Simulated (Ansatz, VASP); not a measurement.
**PbO in VASP and in Ansatz**

Contents of POSCAR:

```
PbO
1.0
    3.9744000000      0.0000000000      0.0000000000
    0.0000000000      3.9744000000      0.0000000000
    0.0000000000      0.0000000000      5.0219000000
Pb O
2 2
Direct
    0.0000000000      0.5000000000      0.2356000000
    0.5000000000      0.0000000000      0.7644000000
    0.0000000000      0.0000000000      0.0000000000
    0.5000000000      0.5000000000      0.0000000000
```

Contents of INCAR.step1:

```
ALGO = Normal
EDIFF = 1E-5
ENCUT = 1480
GGA = PE
GGA_COMPAT = False
ISMEAR = 0
LASPH = True
LCHARG = False
LREAL = False
LWAVE = True
NBANDS = 28
NELM = 120
PREC = Accurate
SIGMA = 0.1
```

File INCAR.step2:

```
ALGO = Normal
EDIFF = 1E-6
ENCUT = 1480
GGA_COMPAT = False
ISIF = 2
ISMEAR = 0
ISTART = 1
LASPH = True
LCHARG = True
LELF = True
LMIXTAU = True
LREAL = False
LVHAR = True
LWAVE = False
METAGGA = R2SCAN
NBANDS = 28
NELM = 120
PREC = Accurate
SIGMA = 0.1
```

KPOINTS

```
k-points
0
Gamma
  4 4 4
```

Input for Ansatz:

```yaml
crystal:
  lattice:
    - [3.9744, 0.0, 0.0]
    - [0.0, 3.9744, 0.0]
    - [0.0, 0.0, 5.0219]
  atoms:
    - { symbol: Pb, position: [0.0, 0.5, 0.2356] }
    - { symbol: Pb, position: [0.5, 0.0, 0.7644] }
    - { symbol: O, position: [0.0, 0.0, 0.0] }
    - { symbol: O, position: [0.5, 0.5, 0.0] }
basis:
  ecutwfc: 500
kpoints:
  mp_grid: { grid: [4, 4, 4] }
hamiltonian:
  xc: r2scan
  pseudopotentials: { kind: paw, azcp: { folder: soft_1 } }
scf:
  occupations: { method: gaussian, width: 0.1 }
output:
  forces: true
  stress: true
  eigenvalues: true
```

Alike in both runs: task single point; functional r2SCAN; k mesh 4 × 4 × 4; occupations gaussian, width 0.1 eV; no spin polarisation.

|  | VASP | Ansatz |
| --- | --- | --- |
| version | VASP 6.6.1 | Ansatz 0.2.0 |
| potentials or method | VASP PAW PBE potentials, release 64 (Pb_d, O_h), cutoff 1480 eV | scalar-relativistic, plane waves, PAW |
| valence electrons in the cell | 40 | 40 |

Ansatz gave:

| Item | Value |
| --- | --- |
| gap on the k mesh at the Fermi level (eV) | 1.55 |
| least direct gap on the mesh (eV) | 2.73 |
| pressure (GPa) | 1.5 |
| traceless stress, the component that is largest in VASP (GPa) | -0.07 |
| rms of the force components (eV/Å) | 0.014 |

Which values does VASP return?

gap on the k mesh at the Fermi level (eV): 1.55; least direct gap on the mesh (eV): 2.72; pressure (GPa): 1.9; traceless stress, the component that is largest in VASP (GPa): -0.17; rms of the force components (eV/Å): 0.053.

VASP's potentials were made for PBE, not for r2SCAN. Atom by atom the forces differ by 0.039 eV/Å (rms over components). With one functional, cell and mesh, what is left measures potentials, basis and numerics.

Neither program's run includes spin-orbit coupling.
